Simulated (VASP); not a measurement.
Set up this calculation in VASP 6.6.1, as the native input.

```yaml
Task: single point
Functional: PBE
Potentials_or_basis: VASP PAW PBE potentials, release 64 (Zn, S)
Cutoff: 520 eV
k_mesh: 9 × 9 × 4
Occupations: gaussian, width 0.05 eV
Spin: no spin polarisation
Dipole_correction: no
Further_INCAR_settings: ALGO = Normal; EDIFF = 1e-07; NBANDS = 26
```

The structure of ZnS lies in POSCAR:

```
ZnS
1.0
    3.8967046666      0.0000000000      0.0000000000
   -1.9483523333      3.3746452323      0.0000000000
    0.0000000000      0.0000000000      6.3037246812
Zn S
2 2
Direct
    0.3163527059      0.6666666667      0.0052003729
    0.6836472941      0.3333333333      0.5052003729
    0.3470553733      0.6666666667      0.3797996271
    0.6529446267      0.3333333333      0.8797996271
```

This cell differs from its parent crystal: atoms displaced along a vibrational mode, the cell strained.

One way to write it, as run:

INCAR

```
SYSTEM = ZnS
ALGO = Normal
EDIFF = 1E-7
ENCUT = 520
GGA = PE
ISIF = 2
ISMEAR = 0
LASPH = .True.
LCHARG = .True.
LELF = .True.
LREAL = .False.
LVHAR = .True.
LWAVE = .False.
NBANDS = 26
NELM = 100
PREC = Accurate
SIGMA = 0.05
```

KPOINTS

```
k-points
0
Gamma
  9 9 4
  0 0 0
```

Potentials or basis: VASP PAW PBE potentials, release 64 (Zn, S).

Command:

```sh
$ cat potpaw_PBE.64/Zn/POTCAR potpaw_PBE.64/S/POTCAR > POTCAR
$ mpirun -np 1 vasp_std > vasp.out
```

Results of the run:

```yaml
Pressure: -1.6 GPa
Largest_force: 0.092 eV/Å
Band_gap_on_the_k_mesh: 1.96 eV
```

Caveat: the cell differs from its parent crystal (atoms displaced along a vibrational mode, the cell strained).

It took 4.2 min on 1 thread of Intel(R) Xeon(R) 6975P-C (Granite Rapids), with other jobs on the host, peak memory 0.34 GiB.
